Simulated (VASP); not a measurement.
Here is a VASP 6.6.1 calculation.

File INCAR:

```
  PREC = Accurate
  ENCUT = 520
  EDIFF = 1E-8
  ISMEAR = 0
  SIGMA = 0.01
  LREAL = False
  LASPH = True
  NELM = 80
  ALGO = Normal
  ISIF = 2
  LWAVE = False
  LCHARG = False
  GGA = PS
  NBANDS = 9
  IBRION = 8
  NSW = 1
```

Contents of KPOINTS:

```
Automatic mesh
0
Gamma
  10 10 10
```

Contents of POSCAR:

```
LiH
1.0
    1.8645504639      1.8645504639      0.0000000000
   -1.8645504639      1.8645504639      0.0000000000
    0.0000000000      1.8645504639      1.8645504639
Li H
1 1
Direct
    0.0000000000      0.0000000000      0.0000000000
    0.5000000000      0.5000000000      0.0000000000
```

Potentials or basis: VASP PAW PBE potentials, release 64 (Li_sv, H).

The run is started by

```console
$ cat potpaw_PBE.64/Li_sv/POTCAR potpaw_PBE.64/H/POTCAR > POTCAR
$ mpirun -np 1 vasp_std > vasp.out
```

Problem. What does it give for the highest phonon frequency at Γ, LO-TO splitting left out?

Solution. 823 cm⁻¹.

Phonon frequencies in cm⁻¹ (negative: imaginary):
```tsv
q point	frequencies
(0.000, 0.000, 0.000)	-2 -2 -2 823 823 823
```

Caveat: the cell wasn't relaxed at this level first, which shifts response properties.
